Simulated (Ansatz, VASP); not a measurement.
**Two plane-wave programs on Al**

```xyz
2
Lattice="0.0000 2.9952 2.9952 2.9952 0.0000 2.9952 2.9952 2.9952 0.0000" Properties=species:S:1:pos:R:3 pbc="T T T"
Al    0.0000    0.0000    0.0000
Al    1.4976    1.4976    1.4976
```

Alike in both runs: task relaxation of cell and atoms; functional PBEsol; k mesh 16 × 16 × 16; occupations gaussian, width 0.1 eV; no spin polarisation.

|  | VASP | Ansatz |
| --- | --- | --- |
| version | VASP 6.6.1 | Ansatz 0.2.0 |
| potentials or method | VASP PAW PBE potentials, release 64 (Al), cutoff 600 eV | scalar-relativistic, plane waves, PAW |
| valence electrons in the cell | 6 | 6 |

VASP gave:

| Property | Result |
| --- | --- |
| gap on the k mesh at the Fermi level, each at its own relaxed structure (eV) | none |
| relaxed volume (Å³/atom) | 26.97 |
| relaxed length of the cell vector where the two differ most in proportion (Å) | 4.241 |

Task: Estimate Ansatz's values.

Result: gap on the k mesh at the Fermi level, each at its own relaxed structure (eV): none; relaxed volume (Å³/atom): 26.92; relaxed length of the cell vector where the two differ most in proportion (Å): 4.239.

VASP's potentials were made for PBE, not for PBEsol. A gap of «none» marks a metal or a gap that the smearing closes.
